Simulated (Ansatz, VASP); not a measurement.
HgTe: VASP beside Ansatz

POSCAR

```
HgTe
1.0
    0.0000000000      3.3220494652      3.2379927024
    3.3220494652      0.0000000000      3.2379927024
    3.3220494652      3.3220494652      0.0000000000
Hg Te
1 1
Direct
    0.0000000000      0.0000000000      0.0000000000
    0.2500000000      0.2500000000      0.2500000000
```

INCAR.step1

```
PREC = Accurate
ENCUT = 520
ISMEAR = -1
SIGMA = 0.02
LREAL = F
LASPH = T
NELM = 60
NBANDS = 16
GGA = PE
ALGO = Normal
EDIFF = 1E-4
LWAVE = T
LCHARG = F
```

INCAR.step2

```
PREC = Accurate
ENCUT = 520
EDIFF = 1E-6
ISMEAR = -1
SIGMA = 0.02
LREAL = F
LASPH = T
NELM = 60
ALGO = Normal
ISIF = 2
LWAVE = F
LCHARG = T
METAGGA = R2SCAN
LMIXTAU = T
LELF = T
LVHAR = T
NBANDS = 16
ISTART = 1
```

File KPOINTS:

```
regular mesh
0
Gamma
  6 6 6
```

Input for Ansatz:

```yaml
crystal:
  lattice:
    - [0.0, 3.3220494652, 3.2379927024]
    - [3.3220494652, 0.0, 3.2379927024]
    - [3.3220494652, 3.3220494652, 0.0]
  atoms:
    - { symbol: Hg, position: [0.0, 0.0, 0.0] }
    - { symbol: Te, position: [0.25, 0.25, 0.25] }
kpoints:
  mp_grid: { grid: [6, 6, 6] }
  band_path:
    path:
      - [0.0, 0.0, 0.0]
      - [-0.5, -0.5, 0.0]
      - [-0.375, -0.375, 0.25]
      - [-0.375, 0.0, 0.375]
      - [0.0, 0.0, 0.5]
      - [-0.5, -0.25, 0.25]
      - [-0.020833, 0.0, -0.020833]
    npoints: 1
hamiltonian:
  xc: r2scan
scf:
  occupations: { method: fermi_dirac, width: 0.02 }
  n_extra_bands: 4
output:
  forces: true
  stress: true
  eigenvalues: true
  write_density: true
  write_potential: true
  elf: true
  volumetric_format: npy
```

Change from the starting cell: epitaxial_xy strain +1.0%.

Alike in both runs: task single point; functional r2SCAN; k mesh 6 × 6 × 6; occupations fermi-dirac, width 0.02 eV; no spin polarisation.

|  | VASP | Ansatz |
| --- | --- | --- |
| version | VASP 6.6.1 | Ansatz 0.2.0 |
| potentials or method | VASP PAW PBE potentials, release 64 (Hg, Te) | plane waves, PAW |
| plane-wave cutoff (eV) | 520 | 500 |
| valence electrons in the cell | 18 | 36 |

|  | VASP | Ansatz | Ansatz less VASP |
| --- | --- | --- | --- |
| pressure (GPa) | -0.2 | -0.2 | -0.06 |
| traceless stress, the component that is largest in VASP (GPa) | 0.22 | 0.22 | -0.001 |

VASP's potentials were made for PBE, not for r2SCAN. With one functional, cell and mesh, what is left measures potentials, basis and numerics. VASP's potentials hold 18 valence electrons a cell and Ansatz's 36, so a difference there can come from the potentials and not from the codes.

Neither program's run includes spin-orbit coupling.
